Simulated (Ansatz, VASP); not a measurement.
# AlRu: VASP beside Ansatz

INCAR

```
  ALGO = Fast
  EDIFF = 1E-6
  ENCUT = 520
  GGA = PE
  ISIF = 2
  ISMEAR = 0
  ISPIN = 2
  LASPH = T
  LCHARG = T
  LELF = T
  LMAXMIX = 4
  LORBIT = 11
  LREAL = F
  LVHAR = T
  LWAVE = F
  MAGMOM = 0 1
  NBANDS = 20
  NELM = 150
  PREC = Accurate
  SIGMA = 0.1
```

The input KPOINTS:

```
k-points
0
Gamma
  6 6 6
```

Contents of POSCAR:

```
AlRu
1.0
    2.9916000400      0.0000000000      0.0000000000
    0.0000000000      2.9916000400      0.0000000000
    0.0000000000      0.0000000000      2.9916000400
Al Ru
1 1
Direct
    0.0000000000      0.0000000000      0.0000000000
    0.5000000000      0.5000000000      0.5000000000
```

Input for Ansatz:

```yaml
crystal:
  lattice:
    - [2.99160004, 0.0, 0.0]
    - [0.0, 2.99160004, 0.0]
    - [0.0, 0.0, 2.99160004]
  atoms:
    - { symbol: Al, position: [0.0, 0.0, 0.0] }
    - { symbol: Ru, position: [0.5, 0.5, 0.5], spin: 1.0 }
basis:
  ecutwfc: 420
kpoints:
  mp_grid: { grid: [6, 6, 6] }
hamiltonian:
  xc: pbe
scf:
  occupations: { method: gaussian, width: 0.1 }
  lower_state_search: "off"
output:
  forces: true
  stress: true
  eigenvalues: true
  populations: true
magnetization:
  spin_polarized: true
```

Alike in both runs: task single point; functional PBE; k mesh 6 × 6 × 6; occupations gaussian, width 0.1 eV; collinear spin.

```csv
,VASP,Ansatz
version,VASP 6.6.1,Ansatz 0.2.0
potentials or method,"VASP PAW PBE potentials, release 64 (Al, Ru_pv), cutoff 520 eV","scalar-relativistic, plane waves, PAW"
valence electrons in the cell,17,19
```

Ansatz gave:

```
gap on the k mesh at the Fermi level (eV) : none
pressure (GPa)                            : 2.5
net moment per atom (μB)                  : 0.00
```

What did VASP give for the same quantities?

gap on the k mesh at the Fermi level (eV): none; pressure (GPa): 2.5; net moment per atom (μB): 0.01.

A gap of «none» marks a metal or a gap that the smearing closes. The functional is the same, so the differences come from potentials, cutoffs and numerics. VASP's potentials hold 17 valence electrons a cell and Ansatz's 19, so a difference there can come from the potentials and not from the codes. Ansatz's warnings: seeded moment not kept.
